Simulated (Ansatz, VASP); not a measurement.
Two plane-wave programs on SnO2

```
Sn O
1.0
    -3.27041    3.43708    3.43663
     3.27041   -3.43708    3.43663
     3.27041    3.43708   -3.43663
Sn O
4 8
Cartesian
  -1.6352 1.7185 1.7183
  1.6352 1.7185 1.7183
  3.2704 -1.7185 1.7431
  0.0000 5.1556 1.6936
  1.6174 1.7185 3.8249
  -1.6174 1.7185 3.8249
  0.0000 0.3884 1.6904
  0.0000 3.0487 1.6904
  3.2704 0.3884 1.7462
  4.8878 1.7185 -0.3883
  3.2704 3.0487 1.7462
  1.6530 1.7185 -0.3883
```

Alike in both runs: task single point; functional PBEsol; k mesh 6 × 6 × 6; occupations fermi-dirac, width 0.05 eV; no spin polarisation.

```csv
,VASP,Ansatz
version,VASP 6.6.1,Ansatz 0.2.0
potentials or method,"VASP PAW PBE potentials, release 64 (Sn_d, O)",Ansatz PAW
plane-wave cutoff (eV),600,420
valence electrons in the cell,104,104
```

```csv
,VASP,Ansatz,Ansatz less VASP
gap on the k mesh at the Fermi level (eV),0.32,0.33,+0.007
least direct gap on the mesh (eV),0.32,0.33,+0.007
pressure (GPa),-9.3,-9.7,-0.40
"traceless stress, the component that is largest in VASP (GPa)",-1.63,-1.80,-0.169
rms of the force components (eV/Å),0.069,0.076,+0.0062
```

VASP's potentials were made for PBE, not for PBEsol. Atom by atom the forces differ by 0.006 eV/Å (rms over components).
